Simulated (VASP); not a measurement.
# IrOs (Imma) in VASP: a series of runs

The runs below take IrOs through single point, with LDA.

Program: VASP 6.6.1. These are calculated values, not measurements. Logs are shortened: lines on timing, memory, paths and dates and some standing lists are left out, and cuts for length are marked.

## 1. The cell of the first run

Symmetry: Imma, No. 74, orthorhombic system. The conventional cell has a = 5.382 Å, b = 7.596 Å, c = 5.391 Å, α = 90.00°, β = 90.00°, γ = 90.00°. Within 3.5 Å of Ir (site symmetry 2/m) lie 6 Ir at 2.69 Å and 6 Os at 2.69 to 2.70 Å. Within 3.5 Å of Ir (site symmetry 2/m) lie 4 Ir at 2.69 Å and 8 Os at 2.69 to 2.70 Å. Within 3.5 Å of Os (site symmetry 2/m) lie 6 Ir at 2.69 to 2.70 Å and 6 Os at 2.69 Å. Within 3.5 Å of Os (site symmetry 2/m) lie 8 Ir at 2.69 to 2.70 Å and 4 Os at 2.69 Å.

## 2. Single point, LDA

Contents of INCAR:

```
PREC = Accurate
ENCUT = 600
EDIFF = 1E-6
ISMEAR = -1
SIGMA = 0.05
LREAL = False
LASPH = True
NELM = 120
ALGO = Normal
ISIF = 2
LWAVE = False
LCHARG = False
NBANDS = 44
GGA_COMPAT = False
```

Contents of KPOINTS:

```
Automatic mesh
0
Gamma
  6 6 6
```

Contents of POSCAR:

```
IrOs
1.0
    0.0030514180      3.7981078696      3.8087038558
    3.8117552738      0.0000000000      3.8117552738
    3.8087038558      3.7981078696      0.0030514180
Ir Os
4 4
Direct
    0.0000000000      0.0000000000      0.0000000000
    0.0000000000      0.0000000000      0.5000000000
    0.5000000000      0.0000000000      0.5000000000
    0.5000000000      0.5000000000      0.0000000000
    0.0000000000      0.5000000000      0.0000000000
    0.0000000000      0.5000000000      0.5000000000
    0.5000000000      0.0000000000      0.0000000000
    0.5000000000      0.5000000000      0.5000000000
```

Potentials or basis: VASP PAW LDA potentials, release 64 (Ir, Os).

The run is started by

```bash
$ cat potpaw_LDA.64/Ir/POTCAR potpaw_LDA.64/Os/POTCAR > POTCAR
$ mpirun -np 1 vasp_std > vasp.out
```

OUTCAR:

```text
PREC = Accurate
   ENCUT = 600
   EDIFF = 1E-6
   ISMEAR = -1
   LREAL = False
   LASPH = True
   NELM = 120
   ISIF = 2

 ion  position               nearest neighbor table
   1  0.000  0.000  0.000-   2 2.69   2 2.69   6 2.69   4 2.69   6 2.69   4 2.69   7 2.69   7 2.69
                             3 2.69   3 2.69   5 2.70   5 2.70
   2  0.000  0.000  0.500-   1 2.69   1 2.69   5 2.69   5 2.69   8 2.69   8 2.69   3 2.69   3 2.69
                             7 2.69   7 2.69   6 2.70   6 2.70
   3  0.500  0.000  0.500-   7 2.69   4 2.69   7 2.69   4 2.69   6 2.69   6 2.69   2 2.69   2 2.69
                             1 2.69   1 2.69   8 2.70   8 2.70
   4  0.500  0.500  0.000-   8 2.69   3 2.69   8 2.69   1 2.69   3 2.69   1 2.69   5 2.69   5 2.69
                             6 2.69   6 2.69   7 2.70   7 2.70
   5  0.000  0.500  0.000-   6 2.69   2 2.69   6 2.69   2 2.69   7 2.69   7 2.69   4 2.69   4 2.69
                             8 2.69   8 2.69   1 2.70   1 2.70
   6  0.000  0.500  0.500-   5 2.69   1 2.69   5 2.69   1 2.69   3 2.69   3 2.69   8 2.69   8 2.69
                             4 2.69   4 2.69   2 2.70   2 2.70
   7  0.500  0.000  0.000-   3 2.69   3 2.69   8 2.69   5 2.69   8 2.69   5 2.69   1 2.69   1 2.69
                             2 2.69   2 2.69   4 2.70   4 2.70
   8  0.500  0.500  0.500-   4 2.69   4 2.69   7 2.69   2 2.69   7 2.69   2 2.69   6 2.69   6 2.69
                             5 2.69   5 2.69   3 2.70   3 2.70

  LATTYP: Found a body centered orthorhombic cell.
 ALAT       =     5.3820052912
 B/A-ratio  =     1.0016036241
 C/A-ratio  =     1.4114099352

  Lattice vectors:

 A1 = (   0.0030514180,  -3.7981078696,   3.8087038558)
 A2 = (  -0.0030514180,  -3.7981078696,  -3.8087038558)
 A3 = (   3.8087038558,   3.7981078696,   0.0030514180)

Analysis of symmetry for initial positions (statically):
=====================================================================
 Subroutine PRICEL returns:
 Original cell was already a primitive cell.

 Routine SETGRP: Setting up the symmetry group for a
 body centered orthorhombic supercell.

 Subroutine GETGRP returns: Found  8 space group operations
 (whereof  4 operations were pure point group operations)
 out of a pool of  8 trial point group operations.

The static configuration has the point symmetry C_2h.
 The point group associated with its full space group is D_2h.

Analysis of symmetry for dynamics (positions and initial velocities):
=====================================================================
 Subroutine PRICEL returns:
 Original cell was already a primitive cell.

 Routine SETGRP: Setting up the symmetry group for a
 body centered orthorhombic supercell.

 Subroutine GETGRP returns: Found  8 space group operations
 (whereof  4 operations were pure point group operations)
 out of a pool of  8 trial point group operations.

The dynamic configuration has the point symmetry C_2h.
 The point group associated with its full space group is D_2h.

 Subroutine INISYM returns: Found  8 space group operations
 (whereof  4 operations are pure point group operations),
 and found     1 'primitive' translations

----------------------------------------------------------------------------------------

                                     Primitive cell

  volume of cell :     110.1923

  direct lattice vectors                    reciprocal lattice vectors
     0.003051418  3.798107870  3.808703856    -0.131383517  0.131644497  0.131383517
     3.811755274  0.000000000  3.811755274     0.131173164 -0.131644497  0.131173164
     3.808703856  3.798107870  0.003051418     0.131383517  0.131644497 -0.131383517

  length of vectors
     5.378834238  5.390636005  5.378834238     0.227713703  0.227471035  0.227713703

  position of ions in fractional coordinates (direct lattice)
     0.000000000  0.000000000  0.000000000
     1.000000000  1.000000000  0.500000000
     0.500000000  1.000000000  0.500000000
     0.500000000  0.500000000  0.000000000
     0.000000000  0.500000000  0.000000000
     1.000000000  0.500000000  0.500000000
     0.500000000  1.000000000  0.000000000
     0.500000000  0.500000000  0.500000000

  ion indices of the primitive-cell ions
   primitive index   ion index
                 1           1
                 2           2
                 3           3
                 4           4
                 5           5
                 6           6
                 7           7
                 8           8

----------------------------------------------------------------------------------------

 KPOINTS: Automatic mesh

Automatic generation of k-mesh.
 Grid dimensions read from file:
 generate k-points for:    6    6    6

 Generating k-lattice:

  Cartesian coordinates                     Fractional coordinates (reciprocal lattice)
    -0.021897253  0.021940749  0.021897253     0.166666667  0.000000000 -0.000000000
     0.021862194 -0.021940749  0.021862194    -0.000000000  0.166666667 -0.000000000
     0.021897253  0.021940749 -0.021897253    -0.000000000  0.000000000  0.166666667

  Length of vectors
     0.037952284  0.037911839  0.037952284

  Shift w.r.t. Gamma in fractional coordinates (k-lattice)
     0.000000000  0.000000000  0.000000000

 Subroutine IBZKPT returns following result:
 ===========================================

 Found     46 irreducible k-points:

 Following reciprocal coordinates:
            Coordinates               Weight
  0.000000  0.000000  0.000000      1.000000
  0.166667  0.000000  0.000000      4.000000
  0.333333  0.000000  0.000000      4.000000
  0.500000  0.000000  0.000000      2.000000
 -0.000000  0.166667 -0.000000      4.000000
  0.166667  0.166667  0.000000      4.000000
[... 16 lines left out ...]
  0.500000  0.000000  0.166667      4.000000
 -0.333333  0.000000  0.166667      4.000000
 [... further k-points ...]
   k-points           NKPTS =     46   k-points in BZ     NKDIM =     46   number of bands    NBANDS=     44
   number of dos      NEDOS =    301   number of ions     NIONS =      8
   total plane-waves  NPLWV = 110592
   dimension x,y,z NGX =    48 NGY =   48 NGZ =   48
   dimension x,y,z NGXF=    96 NGYF=   96 NGZF=   96
   ions per type =               4   4
   NGX,Y,Z   is equivalent  to a cutoff of  14.84, 14.80, 14.84 a.u.
   NGXF,Y,Z  is equivalent  to a cutoff of  29.67, 29.61, 29.67 a.u.
 SYSTEM =  unknown system
   PREC   = accura    normal or accurate (medium, high low for compatibility)
   ISTART =      0    job   : 0-new  1-cont  2-samecut
   ICHARG =      2    charge: 1-file 2-atom 10-const
   ISPIN  =      1    spin polarized calculation?
   LNONCOLLINEAR =      F non collinear calculations
   LSORBIT =      F    spin-orbit coupling
   LASPH  =      T    aspherical Exc in radial PAW
   ENCUT  =  600.0 eV  44.10 Ry    6.64 a.u.  10.74 10.77 10.74*2*pi/ulx,y,z
   NELM   =    120;   NELMIN=  2; NELMDL= -5     # of ELM steps
   EDIFF  = 0.1E-05   stopping-criterion for ELM
   LREAL  =      F    real-space projection
   EDIFFG = 0.1E-04   stopping-criterion for IOM
   NSW    =      0    number of steps for IOM
   IBRION =     -1    ionic relax: 0-MD 1-quasi-New 2-CG
   NFREE  =      0    steps in history (QN), initial steepest desc. (CG)
   ISIF   =      2    stress and relaxation
   ISYM   =      2    0-nonsym 1-usesym 2-fastsym
   POTIM  = 0.5000    time-step for ionic-motion
   TEBEG  =    0.0;   TEEND  =   0.0 temperature during run
   PSTRESS=    0.0 pullay stress
   NELECT =      68.0000    total number of electrons
   NUPDOWN=      -1.0000    fix difference up-down
   EMIN   =  10.00;   EMAX   =-10.00  energy-range for DOS
   EFERMI =   0.00;   METHOD = LEGACY
   ISMEAR =    -1;   SIGMA  =   0.05  broadening in eV -4-tet -1-fermi 0-gaus
   EFERMI_NEDOS =   21; number of points for ismear=-14 and -15
   IALGO  =     38    algorithm
   IMIX   =      4    mixing-type and parameters
     AMIX     =   0.40;   BMIX     =  1.00
     AMIX_MAG =   1.60;   BMIX_MAG =  1.00
  volume/ion in A,a.u.               =      13.77        92.95
  Fermi-wavevector in a.u.,A,eV,Ry     =   1.393779  2.633861 26.430958  1.942621
  Thomas-Fermi vector in A             =   2.517392
   LORBIT       =      0    0 simple, 1 ext, 2 COOP (PROOUT), +10 PAW based schemes
   GGA     = CA    functional components
   LHFCALC =     F    Hartree Fock is set to
   AEXX    =    0.0000 exact exchange contribution
   IVDW    =     0    specifies the selected vdW correction
   LEPSILON=     F    determine dielectric tensor
   LRPA    =     F    only Hartree local field effects (RPA)
 non-spin polarized calculation
  energy-cutoff  :      600.00
  volume of cell :      110.19
 maximum number of plane-waves:      3695
 NGX is ok and might be reduce to    48
   NGX = 21   NGY = 21   NGZ = 21

 number of electron      68.0000002 magnetization

 Free energy of the ion-electron system (eV)
  ---------------------------------------------------
  ext. energy  EPLUGINS =         0.00000000
  ---------------------------------------------------
  free energy    TOTEN  =       -91.43835154 eV

  energy without entropy =      -91.36206744  energy(sigma->0) =      -91.40020949

 E-fermi :  10.2120     XC(G=0): -14.2811

 val. band max:       10.2105617662   @ k =  -0.0000   0.3333  -0.0000
 cond. band min:      10.2141045079   @ k =  -0.3333   0.0000   0.1667
 fundamental gap:      0.0035427417
 Fermi energy:        10.2119921657

 k-point     1 :       0.0000    0.0000    0.0000
  band No.  band energies     occupation
      1      -0.9989      2.00000
      2       1.9882      2.00000
      3       2.0131      2.00000
      4       2.0155      2.00000
      5       2.0507      2.00000
      6       2.1294      2.00000
[... 36 lines left out ...]
     43      12.3369      0.00000
     44      12.4517      0.00000
[... 1040 lines left out ...]
      4       3.1929      2.00000
      5       3.2553      2.00000
      6       3.2760      2.00000
[... 36 lines left out ...]
     43      12.1951      0.00000
     44      14.0572      0.00000

 [... further k-points ...]

------------------------ aborting loop because EDIFF is reached ----------------------------------------

  FORCE on cell =-STRESS in cart. coord.  units (eV):
  Direction    XX          YY          ZZ          XY          YZ          ZX
  --------------------------------------------------------------------------------------
  -------------------------------------------------------------------------------------
  Total        1.4037896      1.4486575      1.4037896     -0.0000000     -0.0000000     -0.0099309
  in kB       20.4108548     21.0632255     20.4108548     -0.0000000     -0.0000000     -0.1443940
  external PRESSURE =      20.6283117 kB  Pullay stress =       0.0000000 kB

 VOLUME and BASIS-vectors are now :
 -----------------------------------------------------------------------------
  energy-cutoff  :      600.00
  volume of cell :      110.19
      direct lattice vectors                 reciprocal lattice vectors
     0.003051418  3.798107870  3.808703856    -0.131383517  0.131644497  0.131383517
     3.811755274  0.000000000  3.811755274     0.131173164 -0.131644497  0.131173164
     3.808703856  3.798107870  0.003051418     0.131383517  0.131644497 -0.131383517

 POSITION                                       TOTAL-FORCE (eV/Angst)
 -----------------------------------------------------------------------------------
      0.00000      0.00000      0.00000         0.000000      0.000000      0.000000
      1.90435      1.89905      0.00153         0.000000      0.000000      0.000000
      1.90588      3.79811      1.90588         0.000000     -0.000000     -0.000000
      1.90740      1.89905      3.81023         0.000000     -0.000000     -0.000000
      1.90588      0.00000      1.90588        -0.000000      0.000000      0.000000
      3.81023      1.89905      1.90740        -0.000000      0.000000     -0.000000
      0.00153      1.89905      1.90435         0.000000      0.000000     -0.000000
      3.81176      3.79811      3.81176        -0.000000     -0.000000      0.000000
 -----------------------------------------------------------------------------------
    total drift:                                0.000000      0.000000      0.000000

  FREE ENERGIE OF THE ION-ELECTRON SYSTEM (eV)
  ---------------------------------------------------
  free  energy   TOTEN  =       -91.4383515417 eV

  energy  without entropy=      -91.3620674385  energy(sigma->0) =      -91.40020949
```

It took 4.6 min on 1 thread of Intel Xeon Platinum 8488C (Sapphire Rapids), shared host; peak memory 0.4 GiB.

What came out:

```
Free energy            : -91.4384 eV
Pressure               : 2.1 GPa
Band gap on the k mesh : zero (bands 34 and 35 overlap by 2.73 eV)
```

Levels at points of the mesh, in eV from the Fermi level:
```tsv
k point	band 32	band 33	band 34	band 35	band 36	band 37
(0.00, 0.00, 0.00)	1.52	1.54	1.63	1.73	1.74	1.83
(0.50, 0.00, 0.00)	-1.31	-0.48	-0.48	-0.29	-0.29	1.46
(0.00, 0.50, 0.00)	-1.09	-0.65	-0.64	-0.16	-0.15	1.16
(0.50, 0.50, 0.00)	-1.27	-1.27	-1.13	-1.06	-1.06	-0.52
(0.50, 0.00, 0.50)	-1.42	-1.39	-1.28	-0.90	-0.88	-0.86
```

Caveat: spin-orbit coupling is left out, which moves the levels of the heavy elements.

## 3. Single point, LDA

Contents of INCAR:

```
SYSTEM = IrOs
ALGO = Normal ; EDIFF = 1E-6
ENCUT = 600 ; GGA = CA
GGA_COMPAT = .FALSE. ; ISIF = 2
ISMEAR = -1 ; LASPH = .TRUE.
LCHARG = .FALSE. ; LREAL = .FALSE.
LWAVE = .FALSE. ; NBANDS = 44
NELM = 120 ; PREC = Accurate
SIGMA = 0.05
```

Contents of KPOINTS:

```
k-points
0
G
  6 6 6
  0 0 0
```

Contents of POSCAR:

```
IrOs
1.0
    0.0000000000      3.8117552701      3.8117552701
    3.7981078733      0.0030514167      3.8087038534
    3.7981078733      3.8087038534      0.0030514167
Os Ir
4 4
Direct
    0.0000000000      0.0000000000      0.0000000000
    0.0000000000      0.0000000000      0.5000000000
    0.0000000000      0.5000000000      0.5000000000
    0.5000000000      0.5000000000      0.0000000000
    0.0000000000      0.5000000000      0.0000000000
    0.5000000000      0.0000000000      0.0000000000
    0.5000000000      0.0000000000      0.5000000000
    0.5000000000      0.5000000000      0.5000000000
```

Potentials or basis: VASP PAW LDA potentials, release 64 (Os, Ir).

The run is started by

```bash
$ cat potpaw_LDA.64/Os/POTCAR potpaw_LDA.64/Ir/POTCAR > POTCAR
$ mpirun -np 1 vasp_std > vasp.out
```

Run time: 7.3 min. Hardware: 1 thread of Intel Xeon Platinum 8488C (Sapphire Rapids), shared host; peak memory 0.4 GiB.

It converged, with:

```
Free energy            : -91.4384 eV
Pressure               : 2.1 GPa
Band gap on the k mesh : zero (bands 34 and 35 overlap by 2.73 eV)
```

Levels at points of the mesh, in eV from the Fermi level:
| k point | band 32 | band 33 | band 34 | band 35 | band 36 | band 37 |
| --- | --- | --- | --- | --- | --- | --- |
| (0.00, 0.00, 0.00) | 1.52 | 1.54 | 1.63 | 1.73 | 1.74 | 1.83 |
| (0.50, 0.00, 0.00) | -1.09 | -0.65 | -0.64 | -0.16 | -0.15 | 1.16 |
| (0.00, 0.50, 0.00) | -1.31 | -0.48 | -0.48 | -0.29 | -0.29 | 1.46 |
| (0.50, 0.50, 0.00) | -1.27 | -1.27 | -1.13 | -1.06 | -1.06 | -0.52 |
| (0.00, 0.50, 0.50) | -1.42 | -1.39 | -1.28 | -0.90 | -0.88 | -0.86 |

Caveat: spin-orbit coupling is left out, which moves the levels of the heavy elements.
